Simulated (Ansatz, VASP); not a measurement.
# Two plane-wave programs on Sn3Mo2

Contents of INCAR:

```
PREC = Accurate
ENCUT = 520
EDIFF = 1E-6
ISMEAR = 0
SIGMA = 0.1
LREAL = F
LASPH = T
NELM = 150
ALGO = Fast
ISIF = 2
LWAVE = F
LCHARG = F
ISPIN = 2
MAGMOM = 0 0 0 1 1
LORBIT = 11
LMAXMIX = 4
GGA = PE
NBANDS = 47
```

Contents of KPOINTS:

```
Automatic mesh
0
Gamma
  4 4 2
```

The input POSCAR:

```
Sn3Mo2
1.0
    4.0028455091      0.0000000000      0.0000000000
    0.0000000000      4.0028455091      0.0000000000
    0.0000000000      0.0000000000      7.5965302452
Sn Mo
3 2
Direct
    0.5000000000      0.0000000000      0.9696679344
    0.0000000000      0.5000000000      0.9696679344
    0.0000000000      0.0000000000      0.3643728970
    0.0000000000      0.0000000000      0.7191493971
    0.5000000000      0.5000000000      0.2471417572
```

Input for Ansatz:

```yaml
crystal:
  lattice:
    - [4.0028455091, 0.0, 0.0]
    - [0.0, 4.0028455091, 0.0]
    - [0.0, 0.0, 7.5965302452]
  atoms:
    - { symbol: Sn, position: [0.5, 0.0, 0.9696679344] }
    - { symbol: Sn, position: [0.0, 0.5, 0.9696679344] }
    - { symbol: Sn, position: [0.0, 0.0, 0.364372897] }
    - { symbol: Mo, position: [0.0, 0.0, 0.7191493971], spin: 1.0 }
    - { symbol: Mo, position: [0.5, 0.5, 0.2471417572], spin: 1.0 }
basis:
  ecutwfc: 420
kpoints:
  mp_grid: { grid: [4, 4, 2] }
hamiltonian:
  xc: pbe
scf:
  occupations: { method: gaussian, width: 0.1 }
  lower_state_search: "off"
output:
  forces: true
  stress: true
  eigenvalues: true
  populations: true
magnetization:
  spin_polarized: true
```

Change from the starting cell: species swapped into the Cu3Te2 type (P4mm, No. 99).

Alike in both runs: task single point; functional PBE; k mesh 4 × 4 × 2; occupations gaussian, width 0.1 eV; collinear spin.

|  | VASP | Ansatz |
| --- | --- | --- |
| version | VASP 6.6.1 | Ansatz 0.2.0 |
| potentials or method | VASP PAW PBE potentials, release 64 (Sn_d, Mo_sv), cutoff 520 eV | scalar-relativistic, plane waves, PAW |
| valence electrons in the cell | 70 | 70 |

|  | VASP | Ansatz | Ansatz less VASP |
| --- | --- | --- | --- |
| gap on the k mesh at the Fermi level (eV) | none | none | - |
| pressure (GPa) | 0.8 | 0.7 | -0.05 |
| traceless stress, the component that is largest in VASP (GPa) | 0.27 | 0.24 | -0.040 |
| rms of the force components (eV/Å) | 0.070 | 0.068 | -0.0017 |
| net moment per atom (μB) | 0.24 | 0.24 | +0.001 |
| size of the moment on the site where the two differ most (μB) | 1.04 | 0.92 | -0.121 |

Site moments also hang on the region over which each program counts them. Atom by atom the forces differ by 0.004 eV/Å (rms over components). A gap of «none» marks a metal or a gap that the smearing closes.

The k mesh is coarse, so the values compare programs but aren't converged.
